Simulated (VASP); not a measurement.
A run of VASP 6.6.1 is set up as follows.

Contents of INCAR:

```
ALGO = Normal
EDIFF = 1E-6
ENCUT = 520
GGA = PS
ISIF = 2
ISMEAR = -1
LASPH = T
LCHARG = F
LREAL = F
LWAVE = F
NBANDS = 10
NELM = 80
PREC = Accurate
SIGMA = 0.05
```

KPOINTS

```
k-points
0
Gamma
  14 14 14
```

POSCAR

```
Re
1.0
    0.0197500000      1.9848750000      1.9848750000
    1.9848750000      0.0197500000      1.9848750000
    1.9848750000      1.9848750000      0.0197500000
Re
1
Direct
    0.0000000000      0.0000000000      0.0000000000
```

Potentials or basis: VASP PAW PBE potentials, release 64 (Re).

The run is started by

```console
$ cat potpaw_PBE.64/Re/POTCAR > POTCAR
$ mpirun -np 1 vasp_std > vasp.out
```

Question: What does it give for the pressure?

Answer: -18.8 GPa.

Question: What does it give for the band gap on the k mesh?

Answer: Zero (an odd number of electrons rules out a gap without spin polarisation).

Stress tensor (GPa, compression positive):
```
-18.83  -1.60  -1.60
 -1.60 -18.83  -1.60
 -1.60  -1.60 -18.83
```

Caveat: the cell differs from its parent crystal (equal xy, yz and zx shear strains of +1 %); the cell stands under tension; the PAW data sets were made with another functional, which shifts forces and pressure a little; spin-orbit coupling is left out, which moves the levels of the heavy elements.
